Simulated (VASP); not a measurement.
A run of VASP 6.6.1:

File INCAR:

```
ALGO = Normal
EDIFF = 1E-6
ENCUT = 500
GGA_COMPAT = F
ISIF = 2
ISMEAR = 0
LASPH = T
LCHARG = F
LREAL = F
LWAVE = F
NBANDS = 28
NELM = 120
PREC = Accurate
SIGMA = 0.01
```

KPOINTS

```
k-points
0
Gamma
  6 6 6
```

File POSCAR:

```
PbSe
1.0
    2.1548765900     -6.1339473500      0.0000000000
    2.1548765900      6.1339473500      0.0000000000
    0.0000000000      0.0000000000      4.4504935700
Pb Se
2 2
Direct
    0.6317607300      0.3682392700      0.7500000000
    0.3682392700      0.6317607300      0.2500000000
    0.8612899600      0.1387100400      0.7500000000
    0.1387100400      0.8612899600      0.2500000000
```

Potentials or basis: VASP PAW LDA potentials, release 64 (Pb_d, Se).

Launch:

```sh
$ cat potpaw_LDA.64/Pb_d/POTCAR potpaw_LDA.64/Se/POTCAR > POTCAR
$ mpirun -np 1 vasp_std > vasp.out
```

Hardware: 1 thread of Intel(R) Xeon(R) 6975P-C (Granite Rapids), on a shared host.

Question: How long does it take, and how much memory?

Answer: Wall time 68 s on 1 thread of Intel(R) Xeon(R) 6975P-C (Granite Rapids), with other jobs on the host, peak memory 0.3 GiB. Counts: scf iterations 12, k points 52.
